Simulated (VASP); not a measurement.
A run of VASP 6.6.1 is set up as follows.

INCAR

```
PREC = Accurate
ENCUT = 520
EDIFF = 1E-6
ISMEAR = -1
SIGMA = 0.025
LREAL = F
LASPH = T
NELM = 60
ALGO = Normal
ISIF = 2
LWAVE = F
LCHARG = T
GGA = PE
LELF = T
LVHAR = T
NBANDS = 14
```

KPOINTS

```
regular mesh
0
Gamma
  6 6 6
```

POSCAR

```
NaI
1.0
    0.0000000000      3.2364000000      3.2364000000
    3.2364000000      0.0000000000      3.2364000000
    3.2364000000      3.2364000000      0.0000000000
I Na
1 1
Direct
    0.5000000000      0.5000000000      0.5000000000
    0.0000000000      0.0000000000      0.0000000000
```

Potentials or basis: VASP PAW PBE potentials, release 64 (I, Na_pv).

The run is started by

```bash
$ cat potpaw_PBE.64/I/POTCAR potpaw_PBE.64/Na_pv/POTCAR > POTCAR
$ mpirun -np 1 vasp_std > vasp.out
```

(1) Estimate the pressure.

(2) Estimate the band gap on the k mesh.

## Answers

(1) 0.4 GPa.

(2) 3.64 eV, direct.

Caveat: spin-orbit coupling is left out, which moves the levels of the heavy elements.
